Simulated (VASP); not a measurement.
Input of a VASP 6.6.1 run:

INCAR

```
SYSTEM = Zn
ALGO = Fast ; EDIFF = 1E-6
ENCUT = 520 ; GGA = PE
ISIF = 2 ; ISMEAR = 0
LASPH = .TRUE. ; LCHARG = .TRUE.
LELF = .TRUE. ; LREAL = .FALSE.
LVHAR = .TRUE. ; LWAVE = .FALSE.
NBANDS = 19 ; NELM = 80
PREC = Accurate ; SIGMA = 0.15
```

Contents of KPOINTS:

```
k-points
0
G
  24 24 10
  0 0 0
```

Contents of POSCAR:

```
Zn
1.0
    2.7447419948      0.0000000000      0.0000000000
   -1.3723709974      2.3770162943      0.0000000000
    0.0000000000      0.0000000000      4.7982990000
Zn
2
Direct
    0.3333333333      0.6666666667      0.2500000000
    0.6666666667      0.3333333333      0.7500000000
```

Potentials or basis: VASP PAW PBE potentials, release 64 (Zn).

Command:

```bash
$ cat potpaw_PBE.64/Zn/POTCAR > POTCAR
$ mpirun -np 1 vasp_std > vasp.out
```

Question: Predict the band gap on the k mesh.

Answer: Zero (bands 12 and 13 overlap by 4.03 eV).

Question: Predict the pressure.

Answer: -2.8 GPa.

Stress tensor (GPa, compression positive):
```
-3.33  0.00  0.00
 0.00 -3.33  0.00
 0.00  0.00 -1.79
```

Caveat: the cell differs from its parent crystal (strain +0.030 along x and y, -0.030 along z).
